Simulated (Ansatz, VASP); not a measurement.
**GaN in VASP and in Ansatz**

POSCAR

```
GaN
1.0
   -0.0213324739      2.2501095926      2.2501095926
    2.2501095926     -0.0213324739      2.2501095926
    2.2501095926      2.2501095926     -0.0213324739
Ga N
1 1
Direct
   -0.0006497434     -0.0006497434     -0.0006497434
    0.2506497434      0.2506497434      0.2506497434
```

INCAR.step1

```
PREC = Accurate ; ENCUT = 520
ISMEAR = 0 ; SIGMA = 0.01
LREAL = F ; LASPH = T
NELM = 100 ; NBANDS = 16
GGA = PE ; ALGO = Normal
EDIFF = 1E-4 ; LWAVE = T
LCHARG = F
```

INCAR.step2

```
PREC = Accurate ; ENCUT = 520
EDIFF = 1E-7 ; ISMEAR = 0
SIGMA = 0.01 ; LREAL = F
LASPH = T ; NELM = 100
ALGO = Normal ; ISIF = 2
LWAVE = F ; LCHARG = T
METAGGA = R2SCAN ; LMIXTAU = T
LELF = T ; LVHAR = T
NBANDS = 16 ; ISTART = 1
```

File KPOINTS:

```
regular mesh
0
Gamma
  10 10 10
```

Input for Ansatz:

```yaml
crystal:
  lattice:
    - [-0.0213324739, 2.2501095926, 2.2501095926]
    - [2.2501095926, -0.0213324739, 2.2501095926]
    - [2.2501095926, 2.2501095926, -0.0213324739]
  atoms:
    - { symbol: Ga, position: [-0.0006497434, -0.0006497434, -0.0006497434] }
    - { symbol: "N", position: [0.2506497434, 0.2506497434, 0.2506497434] }
kpoints:
  mp_grid: { grid: [10, 10, 10] }
  band_path:
    path:
      - [0.0, 0.0, 0.0]
      - [-0.5, -0.5, 0.0]
      - [-0.375, -0.375, 0.25]
      - [-0.375, 0.0, 0.375]
      - [0.0, 0.0, 0.5]
      - [-0.5, -0.25, 0.25]
    npoints: 1
hamiltonian:
  xc: r2scan
scf:
  occupations: { method: fixed }
  n_extra_bands: 4
output:
  forces: true
  stress: true
  eigenvalues: true
```

Change from the starting cell: epitaxial_111 strain +1.0%.

Alike in both runs: task single point; functional r2SCAN; k mesh 10 × 10 × 10; no spin polarisation.

```csv
,VASP,Ansatz
version,VASP 6.6.1,Ansatz 0.2.0
potentials or method,"VASP PAW PBE potentials, release 64 (Ga_d, N)","plane waves, PAW"
plane-wave cutoff (eV),520,500
occupations,"gaussian, width 0.01 eV",fixed
valence electrons in the cell,18,18
```

|  | VASP | Ansatz | Ansatz less VASP |
| --- | --- | --- | --- |
| gap on the k mesh at the Fermi level (eV) | 1.99 | 2.00 | +0.008 |
| pressure (GPa) | -1.9 | -3.0 | -1.05 |
| traceless stress, the component that is largest in VASP (GPa) | 1.49 | 1.49 | +0.002 |
| rms of the force components (eV/Å) | 0.005 | 0.002 | -0.0030 |

VASP's potentials were made for PBE, not for r2SCAN. Atom by atom the forces differ by 0.003 eV/Å (rms over components).
